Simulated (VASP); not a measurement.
Runs of VASP 6.6.1 on BP. The structure is that of space group Pm-3m (No. 221), or close to it. The cells are those of the table. 

```tsv
task	cell	k mesh	cutoff (eV)	gap on the mesh (eV)	pressure (GPa)	relaxed volume (Å³/atom)
relaxation of cell and atoms	relaxed from a = 2.732 Å, 2 atoms	20 × 20 × 20	600	-	0.0	(a)
single point	a = 2.716 Å, 2 atoms	20 × 20 × 20	520	none	-0.2	-
relaxation of cell and atoms	relaxed from a = 3.034 Å, 2 atoms	6 × 6 × 6	500	-	0.2	10.18
single point	a = 2.732 Å, 2 atoms	6 × 6 × 6	500	none	0.0	-
single point	a = 3.034 Å, 2 atoms	6 × 6 × 6	500	none	-21.4	-
```

Alike in all rows: level PBE; potentials or basis VASP PAW PBE potentials, release 64 (B, P); no spin polarisation; smearing gaussian 0.1 eV.

Estimate the missing entries.

(a) 10.00.

Caveats: some runs use coarse meshes; the bands computed are all filled at some k points, so no gap is given (some runs); the volume moved by over 15 % at a fixed basis, so the end points are rough (some runs).

A gap of «none» marks levels without a gap at the run's occupations.
